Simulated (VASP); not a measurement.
Crystal: Se.

```xyz
3
Lattice="4.9390 0.0000 0.0000 0.0000 4.9390 0.0000 0.0000 0.0000 2.3073" Properties=species:S:1:pos:R:3 pbc="T T T"
Se    0.0000    0.0000    0.0000
Se    0.0000    2.4695    0.0000
Se    2.4695    0.0000    0.0000
```

```yaml
Program: VASP 6.6.1
Task: relaxation of cell and atoms
Functional: PBE
Potentials_or_basis: VASP PAW PBE potentials, release 64 (Se)
Cutoff: 600 eV
k_mesh: 4 × 4 × 8
Occupations: gaussian, width 0.1 eV
Spin: no spin polarisation
```

At the start: pressure 48.5 GPa; volume 18.76 Å³/atom.

Problem. Where does the relaxation end?

Solution. Over 7 steps the energy falls by 1026.2 meV/atom and the volume is 27.03 Å³/atom (+44.1 %); space group P4/mmm (No. 123, to 0.05 Å).

Step by step:
```
step  energy change (eV)  largest force (eV/Å)  pressure (GPa)  volume (Å³)
   1              0.0000                0.0000           48.49        56.28
   2             -1.5001                0.0000           -7.85       114.31
   3             -2.9647                0.0000            0.19        79.92
   4             -2.9745                0.0000            1.06        78.75
   5             -2.9770                0.0000            2.20        77.36
   6             -3.0773                0.0000           -0.16        81.48
   7             -3.0786                0.0000            0.00        81.10
```

Final structure:
```xyz
3
Lattice="5.4682 0.0000 0.0000 0.0000 5.4682 0.0000 0.0000 0.0000 2.7122" Properties=species:S:1:pos:R:3 pbc="T T T"
Se    0.0000    0.0000    0.0000
Se    0.0000    2.7341    0.0000
Se    2.7341    0.0000    0.0000
```

Caveat: the volume moved by over 15 % at a fixed basis, so the end points are rough.
